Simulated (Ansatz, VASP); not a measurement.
HfN: VASP beside Ansatz

Contents of INCAR:

```
SYSTEM = HfN
PREC = Accurate
ENCUT = 520
EDIFF = 1E-6
ISMEAR = 0
SIGMA = 0.05
LREAL = .FALSE.
LASPH = .TRUE.
NELM = 100
ALGO = Normal
ISIF = 2
LWAVE = .FALSE.
LCHARG = .FALSE.
GGA = PS
NBANDS = 14
```

Contents of KPOINTS:

```
regular mesh
0
G
  12 12 12
  0 0 0
```

File POSCAR:

```
HfN
1.0
    2.7527218079      0.0000000000      0.0000000000
    0.0000000000      2.7527218079      0.0000000000
    0.0000000000      0.0000000000      2.7527218079
Hf N
1 1
Direct
    0.0000000000      0.0000000000      0.0000000000
    0.5000000000      0.5000000000      0.5000000000
```

Input for Ansatz:

```yaml
crystal:
  lattice:
    - [2.7527218079, 0.0, 0.0]
    - [0.0, 2.7527218079, 0.0]
    - [0.0, 0.0, 2.7527218079]
  atoms:
    - { symbol: Hf, position: [0.0, 0.0, 0.0] }
    - { symbol: "N", position: [0.5, 0.5, 0.5] }
basis:
  ecutwfc: 420
  ecutrho_ratio: 4
kpoints:
  mp_grid: { grid: [12, 12, 12] }
hamiltonian:
  xc: pbesol
scf:
  occupations: { method: gaussian, width: 0.05 }
output:
  forces: true
  stress: true
  eigenvalues: true
```

Alike in both runs: task single point; functional PBEsol; k mesh 12 × 12 × 12; occupations gaussian, width 0.05 eV; no spin polarisation.

```csv
,VASP,Ansatz
version,VASP 6.6.1,Ansatz 0.2.0
potentials or method,"VASP PAW PBE potentials, release 64 (Hf_pv, N), cutoff 520 eV","scalar-relativistic, plane waves, PAW"
valence electrons in the cell,15,31
```

VASP gave:

- gap on the k mesh at the Fermi level (eV): none
- pressure (GPa): 8.7

Q: Which values does Ansatz return?

A: gap on the k mesh at the Fermi level (eV): none; pressure (GPa): 11.6.

VASP's potentials were made for PBE, not for PBEsol. A gap of «none» marks a metal or a gap that the smearing closes. The functional is the same, so the differences come from potentials, cutoffs and numerics. VASP's potentials hold 15 valence electrons a cell and Ansatz's 31, so a difference there can come from the potentials and not from the codes.

Neither program's run includes spin-orbit coupling.
